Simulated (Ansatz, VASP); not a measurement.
# MgSi3N: VASP beside Ansatz

```
Mg Si N
1.0
     3.78321    0.00000    0.00000
     0.00000    3.78321    0.00000
     0.00000    0.00000    4.79270
Mg Si N
1 3 1
Direct
  0.00000 0.00000 0.00000
  0.00000 0.50000 0.50000
  0.50000 0.00000 0.50000
  0.50000 0.50000 0.10760
  0.50000 0.50000 0.66500
```

Change from the starting cell: species swapped into the PrBPt3 type (P4mm, No. 99).

Alike in both runs: task single point; functional PBE; k mesh 4 × 4 × 4; occupations gaussian, width 0.1 eV; no spin polarisation.

```csv
,VASP,Ansatz
version,VASP 6.6.1,Ansatz 0.2.0
potentials or method,"VASP PAW PBE potentials, release 64 (Mg, Si, N), cutoff 520 eV","scalar-relativistic, plane waves, PAW"
valence electrons in the cell,19,27
```

VASP gave:

- gap on the k mesh at the Fermi level (eV): none
- pressure (GPa): 5.4
- traceless stress, the component that is largest in VASP (GPa): -7.48
- rms of the force components (eV/Å): 0.478

**Question.** Which values does Ansatz return?

**Answer.** gap on the k mesh at the Fermi level (eV): none; pressure (GPa): 5.5; traceless stress, the component that is largest in VASP (GPa): -7.46; rms of the force components (eV/Å): 0.474.

Atom by atom the forces differ by 0.004 eV/Å (rms over components). A gap of «none» marks a metal or a gap that the smearing closes. VASP's potentials hold 19 valence electrons a cell and Ansatz's 27, so a difference there can come from the potentials and not from the codes.

The k mesh is coarse, so the values compare programs but aren't converged.
